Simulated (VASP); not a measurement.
Runs of VASP 6.6.1 on Ru. The structure is that of space group Fd-3m (No. 227), or close to it. The cells are those of the table. 

| task | cell | k mesh | cutoff (eV) | gap on the mesh (eV) | pressure (GPa) |
| --- | --- | --- | --- | --- | --- |
| single point | a = 3.828 Å, angles 60.0°, 2 atoms | 11 × 11 × 11 | 520 | none | (b) |
| single point | a = 3.981 Å, angles 60.0°, 2 atoms | 11 × 11 × 11 | 520 | none | -9.6 |
| single point | a = 3.931 Å, angles 60.0°, 2 atoms | 11 × 11 × 11 | 520 | none | -5.2 |
| single point | a = 3.880 Å, angles 60.0°, 2 atoms | 11 × 11 × 11 | 520 | none | 0.3 |
| single point | a = 3.880 Å, angles 60.0°, 2 atoms | 16 × 16 × 16 | 520 | none | 0.3 |
| single point | a = 3.718 Å, angles 60.0°, 2 atoms | 11 × 11 × 11 | 520 | none | 27.0 |
| single point | a = 3.880 Å, angles 60.0°, 2 atoms | 10 × 10 × 10 | 520 | none | 0.3 |
| single point | a = 4.030 Å, angles 60.0°, 2 atoms | 11 × 11 × 11 | 520 | none | -13.0 |
| single point | a = 3.774 Å, angles 60.0°, 2 atoms | 11 × 11 × 11 | 520 | none | (a) |
| relaxation of cell and atoms | relaxed from a = 3.727 Å, angles 60.0°, 2 atoms | 10 × 10 × 10 | 600 | none | 0.1 |

Alike in all rows: level RPBE; potentials or basis VASP PAW PBE potentials, release 64 (Ru_pv); no spin polarisation; smearing fermi-dirac 0.1 eV.

Estimate the missing entries.

(a) 16.0; (b) 7.2.

Caveats: the PAW data sets were made with another functional, which shifts forces and pressure a little.

A k mesh can miss the band edges, and the runs leave out spin-orbit coupling on Ru.

A gap of «none» marks levels without a gap at the run's occupations.
